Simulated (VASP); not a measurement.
# Hf2Si (I4/mcm) in VASP: notebook

Hf2Si is run at these levels: PBEsol; tasks: single point.

All numbers are computed with VASP 6.6.1; they aren't measurements. Logs are shortened: lines on timing, memory, paths and dates and some standing lists are left out, and cuts for length are marked.

## 1. The cell of the first run

It takes space group I4/mcm (No. 140, tetragonal). The conventional cell has a = 6.551 Å, b = 6.551 Å, c = 5.166 Å, α = 90.00°, β = 90.00°, γ = 90.00°. Within 3.7 Å of Hf (site symmetry m2m) lie 4 Si at 2.79 Å and 11 Hf at 2.90 to 3.50 Å. Within 3.4 Å of Si (site symmetry 422) lie 2 Si at 2.58 Å and 8 Hf at 2.79 Å.

## 2. Single point, PBEsol

INCAR

```
PREC = Accurate
ENCUT = 520
EDIFF = 1E-6
ISMEAR = 0
SIGMA = 0.1
LREAL = False
LASPH = True
NELM = 80
ALGO = Normal
ISIF = 2
LWAVE = False
LCHARG = False
GGA = PS
NBANDS = 33
```

KPOINTS

```
Automatic mesh
0
Gamma
  1 1 1
```

POSCAR

```
Hf2Si
1.0
   -3.2753522240      3.2753522240      2.5828233930
    3.2753522240     -3.2753522240      2.5828233930
    3.2753522240      3.2753522240     -2.5828233930
Hf Si
4 2
Direct
    0.8435136200      0.6564863800      0.5000000000
    0.3435136200      0.8435136200      0.1870272400
    0.1564863800      0.3435136200      0.5000000000
    0.6564863800      0.1564863800      0.8129727600
    0.7500000000      0.7500000000      0.0000000000
    0.2500000000      0.2500000000      0.0000000000
```

Potentials or basis: VASP PAW PBE potentials, release 64 (Hf_pv, Si).

On the command line:

```console
$ cat potpaw_PBE.64/Hf_pv/POTCAR potpaw_PBE.64/Si/POTCAR > POTCAR
$ mpirun -np 1 vasp_gam > vasp.out
```

OUTCAR:

```text
PREC = Accurate
   ENCUT = 520
   EDIFF = 1E-6
   ISMEAR = 0
   LREAL = False
   LASPH = True
   NELM = 80
   ISIF = 2
   GGA = PS

 ion  position               nearest neighbor table
   1  0.844  0.656  0.500-   6 2.79   5 2.79   5 2.79   6 2.79   3 2.90   3 3.11   3 3.11   4 3.30
                             2 3.30   4 3.30   2 3.30   4 3.50   2 3.50   2 3.50   4 3.50
   2  0.344  0.844  0.187-   5 2.79   6 2.79   6 2.79   5 2.79   4 2.90   4 3.11   4 3.11   1 3.30
                             3 3.30   3 3.30   1 3.30   1 3.50   3 3.50   1 3.50   3 3.50
   3  0.156  0.344  0.500-   5 2.79   6 2.79   6 2.79   5 2.79   1 2.90   1 3.11   1 3.11   4 3.30
                             2 3.30   4 3.30   2 3.30   4 3.50   2 3.50   4 3.50   2 3.50
   4  0.656  0.156  0.813-   5 2.79   6 2.79   6 2.79   5 2.79   2 2.90   2 3.11   2 3.11   1 3.30
                             3 3.30   3 3.30   1 3.30   1 3.50   3 3.50   1 3.50   3 3.50
   5  0.750  0.750  0.000-   6 2.58   6 2.58   2 2.79   4 2.79   4 2.79   2 2.79   1 2.79   1 2.79
                             3 2.79   3 2.79
   6  0.250  0.250  0.000-   5 2.58   5 2.58   2 2.79   4 2.79   4 2.79   2 2.79   3 2.79   1 2.79
                             1 2.79   3 2.79

  LATTYP: Found a body centered tetragonal cell.
 ALAT       =     6.5507044480
 C/A-ratio  =     0.7885635548

  Lattice vectors:

 A1 = (  -3.2753522240,   3.2753522240,   2.5828233930)
 A2 = (   3.2753522240,  -3.2753522240,   2.5828233930)
 A3 = (   3.2753522240,   3.2753522240,  -2.5828233930)

Analysis of symmetry for initial positions (statically):
=====================================================================
 Subroutine PRICEL returns:
 Original cell was already a primitive cell.

 Routine SETGRP: Setting up the symmetry group for a
 body centered tetragonal supercell.

 Subroutine GETGRP returns: Found 16 space group operations
 (whereof  8 operations were pure point group operations)
 out of a pool of 16 trial point group operations.

The static configuration has the point symmetry C_4h.
 The point group associated with its full space group is D_4h.

Analysis of symmetry for dynamics (positions and initial velocities):
=====================================================================
 Subroutine PRICEL returns:
 Original cell was already a primitive cell.

 Routine SETGRP: Setting up the symmetry group for a
 body centered tetragonal supercell.

 Subroutine GETGRP returns: Found 16 space group operations
 (whereof  8 operations were pure point group operations)
 out of a pool of 16 trial point group operations.

The dynamic configuration has the point symmetry C_4h.
 The point group associated with its full space group is D_4h.

 Subroutine INISYM returns: Found 16 space group operations
 (whereof  8 operations are pure point group operations),
 and found     1 'primitive' translations

----------------------------------------------------------------------------------------

                                     Primitive cell

  volume of cell :     110.8334

  direct lattice vectors                    reciprocal lattice vectors
    -3.275352224  3.275352224  2.582823393     0.000000000  0.152655338  0.193586600
     3.275352224 -3.275352224  2.582823393     0.152655338  0.000000000  0.193586600
     3.275352224  3.275352224 -2.582823393     0.152655338  0.152655338  0.000000000

  length of vectors
     5.303474433  5.303474433  5.303474433     0.246534833  0.246534833  0.215887249

  position of ions in fractional coordinates (direct lattice)
     0.843513620  0.656486380  0.500000000
     0.343513620  0.843513620  0.187027240
     0.156486380  0.343513620  0.500000000
     0.656486380  0.156486380  0.812972760
     0.750000000  0.750000000  0.000000000
     0.250000000  0.250000000  0.000000000

  ion indices of the primitive-cell ions
   primitive index   ion index
                 1           1
                 2           2
                 3           3
                 4           4
                 5           5
                 6           6

----------------------------------------------------------------------------------------

 KPOINTS: Automatic mesh

Automatic generation of k-mesh.
 Grid dimensions read from file:
 generate k-points for:    1    1    1

 Generating k-lattice:

  Cartesian coordinates                     Fractional coordinates (reciprocal lattice)
     0.000000000  0.152655338  0.193586600     1.000000000 -0.000000000  0.000000000
     0.152655338  0.000000000  0.193586600    -0.000000000  1.000000000  0.000000000
     0.152655338  0.152655338  0.000000000     0.000000000  0.000000000  1.000000000

  Length of vectors
     0.246534833  0.246534833  0.215887249

  Shift w.r.t. Gamma in fractional coordinates (k-lattice)
     0.000000000  0.000000000  0.000000000

 Subroutine IBZKPT returns following result:
 ===========================================

 Found      1 irreducible k-points:

 Following reciprocal coordinates:
            Coordinates               Weight
  0.000000  0.000000  0.000000      1.000000
   k-points           NKPTS =      1   k-points in BZ     NKDIM =      1   number of bands    NBANDS=     33
   number of dos      NEDOS =    301   number of ions     NIONS =      6
   total plane-waves  NPLWV =  64000
   dimension x,y,z NGX =    40 NGY =   40 NGZ =   40
   dimension x,y,z NGXF=    80 NGYF=   80 NGZF=   80
   ions per type =               4   2
   NGX,Y,Z   is equivalent  to a cutoff of  12.54, 12.54, 12.54 a.u.
   NGXF,Y,Z  is equivalent  to a cutoff of  25.08, 25.08, 25.08 a.u.
 SYSTEM =  unknown system
   PREC   = accura    normal or accurate (medium, high low for compatibility)
   ISTART =      0    job   : 0-new  1-cont  2-samecut
   ICHARG =      2    charge: 1-file 2-atom 10-const
   ISPIN  =      1    spin polarized calculation?
   LNONCOLLINEAR =      F non collinear calculations
   LSORBIT =      F    spin-orbit coupling
   LASPH  =      T    aspherical Exc in radial PAW
   ENCUT  =  520.0 eV  38.22 Ry    6.18 a.u.   9.86  9.86  9.86*2*pi/ulx,y,z
   NELM   =     80;   NELMIN=  2; NELMDL= -5     # of ELM steps
   EDIFF  = 0.1E-05   stopping-criterion for ELM
   LREAL  =      F    real-space projection
   EDIFFG = 0.1E-04   stopping-criterion for IOM
   NSW    =      0    number of steps for IOM
   IBRION =     -1    ionic relax: 0-MD 1-quasi-New 2-CG
   NFREE  =      0    steps in history (QN), initial steepest desc. (CG)
   ISIF   =      2    stress and relaxation
   ISYM   =      2    0-nonsym 1-usesym 2-fastsym
   POTIM  = 0.5000    time-step for ionic-motion
   TEBEG  =    0.0;   TEEND  =   0.0 temperature during run
   PSTRESS=    0.0 pullay stress
   NELECT =      48.0000    total number of electrons
   NUPDOWN=      -1.0000    fix difference up-down
   EMIN   =  10.00;   EMAX   =-10.00  energy-range for DOS
   EFERMI =   0.00;   METHOD = LEGACY
   ISMEAR =     0;   SIGMA  =   0.10  broadening in eV -4-tet -1-fermi 0-gaus
   EFERMI_NEDOS =   21; number of points for ismear=-14 and -15
   IALGO  =     38    algorithm
   IMIX   =      4    mixing-type and parameters
     AMIX     =   0.40;   BMIX     =  1.00
     AMIX_MAG =   1.60;   BMIX_MAG =  1.00
  volume/ion in A,a.u.               =      18.47       124.66
  Fermi-wavevector in a.u.,A,eV,Ry     =   1.238602  2.340618 20.873162  1.534134
  Thomas-Fermi vector in A             =   2.373120
   LORBIT       =      0    0 simple, 1 ext, 2 COOP (PROOUT), +10 PAW based schemes
   GGA     = PS    functional components
   LHFCALC =     F    Hartree Fock is set to
   AEXX    =    0.0000 exact exchange contribution
   IVDW    =     0    specifies the selected vdW correction
   LEPSILON=     F    determine dielectric tensor
   LRPA    =     F    only Hartree local field effects (RPA)
 non-spin polarized calculation
 Gauss-broadening in eV      SIGMA  =   0.10
  energy-cutoff  :      520.00
  volume of cell :      110.83
 maximum number of plane-waves:      1497
 NGX is ok and might be reduce to    40
   NGX = 19   NGY = 19   NGZ = 19

 number of electron      48.0000004 magnetization

 Free energy of the ion-electron system (eV)
  ---------------------------------------------------
  ext. energy  EPLUGINS =         0.00000000
  ---------------------------------------------------
  free energy    TOTEN  =       -59.19027649 eV

  energy without entropy =      -59.19027649  energy(sigma->0) =      -59.19027649

 E-fermi :   5.6752     XC(G=0): -11.6555

 val. band max:        5.1398295470   @ k =   0.0000   0.0000   0.0000
 cond. band min:       7.6119954422   @ k =   0.0000   0.0000   0.0000
 fundamental gap:      2.4721658953
 Fermi energy:         5.6752424033

 k-point     1 :       0.0000    0.0000    0.0000
  band No.  band energies     occupation
      1     -24.5899      2.00000
      2     -24.5876      2.00000
      3     -24.4132      2.00000
      4     -24.4132      2.00000
      5     -24.2830      2.00000
      6     -24.2674      2.00000
      7     -24.2674      2.00000
      8     -24.2610      2.00000
      9     -24.1486      2.00000
     10     -23.9678      2.00000
     11     -23.9678      2.00000
     12     -23.8392      2.00000
     13      -4.5234      2.00000
     14       0.0793      2.00000
     15       2.1589      2.00000
     16       2.1962      2.00000
     17       2.8276      2.00000
     18       2.8276      2.00000
     19       4.6330      2.00000
     20       4.6330      2.00000
     21       4.6975      2.00000
     22       4.6975      2.00000
     23       4.7128      2.00000
     24       5.1398      2.00000
     25       7.6120      0.00000
     26       7.9195      0.00000
     27       7.9359      0.00000
     28       8.4091      0.00000
     29       8.4091      0.00000
     30       8.5266      0.00000
     31       8.5266      0.00000
     32       9.4198      0.00000
     33      10.1751      0.00000

------------------------ aborting loop because EDIFF is reached ----------------------------------------

  FORCE on cell =-STRESS in cart. coord.  units (eV):
  Direction    XX          YY          ZZ          XY          YZ          ZX
  --------------------------------------------------------------------------------------
  -------------------------------------------------------------------------------------
  Total       -3.5639416     -3.5639416      0.6501794      0.0000000     -0.0000000     -0.0000000
  in kB      -51.5193577    -51.5193577      9.3988144      0.0000000     -0.0000000     -0.0000000
  external PRESSURE =     -31.2133003 kB  Pullay stress =       0.0000000 kB

 VOLUME and BASIS-vectors are now :
 -----------------------------------------------------------------------------
  energy-cutoff  :      520.00
  volume of cell :      110.83
      direct lattice vectors                 reciprocal lattice vectors
    -3.275352224  3.275352224  2.582823393     0.000000000  0.152655338  0.193586600
     3.275352224 -3.275352224  2.582823393     0.152655338  0.000000000  0.193586600
     3.275352224  3.275352224 -2.582823393     0.152655338  0.152655338  0.000000000

 POSITION                                       TOTAL-FORCE (eV/Angst)
 -----------------------------------------------------------------------------------
      1.02510      2.25026      2.58282        -1.259205      1.259205     -0.000000
      2.25026     -1.02510      2.58282         1.259205      1.259205      0.000000
      2.25026      1.02510      0.00000         1.259205     -1.259205     -0.000000
      1.02510      4.30045     -0.00000        -1.259205     -1.259205      0.000000
      0.00000      0.00000      3.87424         0.000000      0.000000     -0.000000
      0.00000      0.00000      1.29141        -0.000000      0.000000     -0.000000
 -----------------------------------------------------------------------------------
    total drift:                               -0.000000      0.000000     -0.000000

  FREE ENERGIE OF THE ION-ELECTRON SYSTEM (eV)
  ---------------------------------------------------
  free  energy   TOTEN  =       -59.1902764922 eV

  energy  without entropy=      -59.1902764922  energy(sigma->0) =      -59.19027649
```

Run time: 6.2 s. Hardware: 1 thread of Intel Xeon 6975P-C (Granite Rapids), shared host; peak memory 0.22 GiB.

What came out:

| Quantity | Value |
| --- | --- |
| Free energy | -59.1903 eV |
| Pressure | -3.1 GPa |
| Largest force | 1.781 eV/Å |
| Band gap on the k mesh | 2.47 eV |

Forces in eV/Å, atoms in the order of the input:
```
Hf  -1.259  1.259  0.000
Hf   1.259  1.259  0.000
Hf   1.259 -1.259  0.000
Hf  -1.259 -1.259  0.000
Si   0.000  0.000  0.000
Si   0.000  0.000  0.000
```

Caveat: the k points lie up to 1.55 Å⁻¹ apart; the PAW data sets were made with another functional, which shifts forces and pressure a little; spin-orbit coupling is left out, which moves the levels of the heavy elements.

## 3. Single point, PBEsol

INCAR

```
  ALGO = Normal
  EDIFF = 1E-7
  ENCUT = 520
  GGA = PS
  ISIF = 2
  ISMEAR = 0
  LASPH = True
  LCHARG = False
  LREAL = False
  LWAVE = False
  NBANDS = 33
  NELM = 60
  PREC = Accurate
  SIGMA = 0.1
```

KPOINTS

```
k-points
0
Gamma
  2 2 2
```

POSCAR is that of step 2.

Potentials or basis: VASP PAW PBE potentials, release 64 (Hf_pv, Si).

On the command line:

```console
$ cat potpaw_PBE.64/Hf_pv/POTCAR potpaw_PBE.64/Si/POTCAR > POTCAR
$ mpirun -np 1 vasp_std > vasp.out
```

It took 11 s on 1 thread of Intel Xeon 6975P-C (Granite Rapids), shared host; peak memory 0.24 GiB.

The run converged. Its results:

```yaml
Free_energy: -57.9240 eV
Pressure: -2.9 GPa
Largest_force: 0.096 eV/Å
Band_gap_on_the_k_mesh: zero (band 24 reaches 6.31 eV, above the bottom of band 25 at 6.17 eV)
```

Forces in eV/Å, atoms in the order of the input:
```
Hf   0.068 -0.068  0.000
Hf  -0.068 -0.068  0.000
Hf  -0.068  0.068  0.000
Hf   0.068  0.068  0.000
Si   0.000  0.000  0.000
Si   0.000  0.000  0.000
```

Stress tensor (GPa, compression positive):
```
-5.57  0.00  0.00
 0.00 -5.57  0.00
 0.00  0.00  2.58
```

Levels at points of the mesh, in eV from the Fermi level:
```tsv
k point	band 20	band 21	band 22	band 23	band 24	band 25	band 26	band 27	band 28	band 29
(0.00, 0.00, 0.00)	-1.50	-1.40	-1.40	-1.07	-1.04	1.92	1.93	1.98	2.43	2.43
(0.50, 0.00, 0.00)	-1.19	-0.84	-0.84	-0.64	-0.64	0.08	0.08	1.86	1.86	3.12
(0.50, 0.50, 0.00)	-2.26	-1.56	-1.20	-0.73	-0.54	1.19	1.23	1.55	2.01	2.83
(0.50, 0.50, 0.50)	-2.13	-1.00	-0.52	-0.09	0.21	0.25	0.25	1.20	1.31	1.60
```

Caveat: the k points lie up to 0.77 Å⁻¹ apart; the PAW data sets were made with another functional, which shifts forces and pressure a little; spin-orbit coupling is left out, which moves the levels of the heavy elements.

## 4. Single point, PBEsol

INCAR

```
SYSTEM = Hf2Si
ALGO     = Fast           ! electronic algorithm
EDIFF    = 1E-6           ! SCF threshold, eV
ENCUT    = 520            ! plane-wave cutoff, eV
GGA      = PS             ! functional
ISIF     = 2              ! what is computed and relaxed
ISMEAR   = 0              ! smearing method
LASPH    = .TRUE.         ! aspherical terms in the spheres
LCHARG   = .FALSE.        ! write CHGCAR
LREAL    = .FALSE.        ! projectors in reciprocal space
LWAVE    = .FALSE.        ! write WAVECAR
NBANDS   = 33             ! bands
NELM     = 80             ! most SCF steps
PREC     = Accurate       ! precision mode
SIGMA    = 0.1            ! smearing width, eV
```

KPOINTS

```
k-points
0
G
  4 4 4
  0 0 0
```

POSCAR is that of step 3.

On the command line:

```console
$ cat potpaw_PBE.64/Hf_pv/POTCAR potpaw_PBE.64/Si/POTCAR > POTCAR
$ mpirun -np 1 vasp_std > vasp.out
```

Run time: 28 s. Hardware: 1 thread of Intel Xeon 6975P-C (Granite Rapids), shared host; peak memory 0.24 GiB.

The run converged. Its results:

```
Free energy            : -58.3068 eV
Pressure               : -2.7 GPa
Largest force          : 0.092 eV/Å
Band gap on the k mesh : zero (band 24 reaches 6.29 eV, above the bottom of band 25 at 5.89 eV)
```

Forces on the atoms (eV/Å):
```
Hf   0.065 -0.065  0.000
Hf  -0.065 -0.065  0.000
Hf  -0.065  0.065  0.000
Hf   0.065  0.065  0.000
Si   0.000  0.000  0.000
Si   0.000  0.000  0.000
```

Stress tensor (GPa, compression positive):
```
-3.17  0.00  0.00
 0.00 -3.17  0.00
 0.00  0.00 -1.69
```

Levels at points of the mesh, in eV from the Fermi level:
```
           k point  band 22  band 23  band 24  band 25  band 26  band 27
(0.00, 0.00, 0.00)    -1.21    -0.93    -0.84     2.07     2.13     2.15
(0.50, 0.00, 0.00)    -0.66    -0.44    -0.44     0.26     0.26     2.04
(0.50, 0.50, 0.00)    -1.01    -0.58    -0.37     1.37     1.41     1.72
(0.50, 0.50, 0.50)    -0.39     0.06     0.39     0.44     0.44     1.40
```

Caveat: the k points lie up to 0.39 Å⁻¹ apart; the PAW data sets were made with another functional, which shifts forces and pressure a little; spin-orbit coupling is left out, which moves the levels of the heavy elements.

## 5. The runs side by side

```tsv
k mesh	gap on the mesh (eV)	pressure (GPa)	largest force (eV/Å)
1 × 1 × 1	2.47	-3.1	1.78
2 × 2 × 2	none	-2.9	0.10
4 × 4 × 4	none	-2.7	0.09
```

Alike in all rows: task single point; level PBEsol; potentials or basis VASP PAW PBE potentials, release 64 (Hf_pv, Si); no spin polarisation; cell as given; cutoff (eV) 520; smearing gaussian 0.1 eV.

Caveats: all runs use coarse meshes; the PAW data sets were made with another functional, which shifts forces and pressure a little; spin-orbit coupling is left out, which moves the levels of the heavy elements.

Absolute energies hang on the potentials; compare differences alone.
